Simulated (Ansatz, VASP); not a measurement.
**Two plane-wave programs on CaO**

```
Ca O
1.0
     3.98084    0.00000    0.00000
    -1.99042    3.44751    0.00000
     0.00000    0.00000    4.77044
Ca O
2 2
Direct
  0.33333 0.66667 0.93750
  0.66667 0.33333 0.43750
  0.33333 0.66667 0.43750
  0.66667 0.33333 0.93750
```

Alike in both runs: task single point; functional r2SCAN; k mesh 12 × 12 × 6; no spin polarisation.

|  | VASP | Ansatz |
| --- | --- | --- |
| version | VASP 6.6.1 | Ansatz 0.2.0 |
| potentials or method | VASP PAW PBE potentials, release 64 (Ca_sv, O) | plane waves, PAW |
| plane-wave cutoff (eV) | 520 | 500 |
| occupations | gaussian, width 0.01 eV | fixed |
| valence electrons in the cell | 32 | 32 |

|  | VASP | Ansatz | Ansatz less VASP |
| --- | --- | --- | --- |
| gap on the k mesh at the Fermi level (eV) | 3.61 | 3.63 | +0.021 |
| pressure (GPa) | 1.0 | 0.0 | -0.97 |
| traceless stress, the component that is largest in VASP (GPa) | -0.07 | -0.02 | +0.050 |

VASP's potentials were made for PBE, not for r2SCAN.
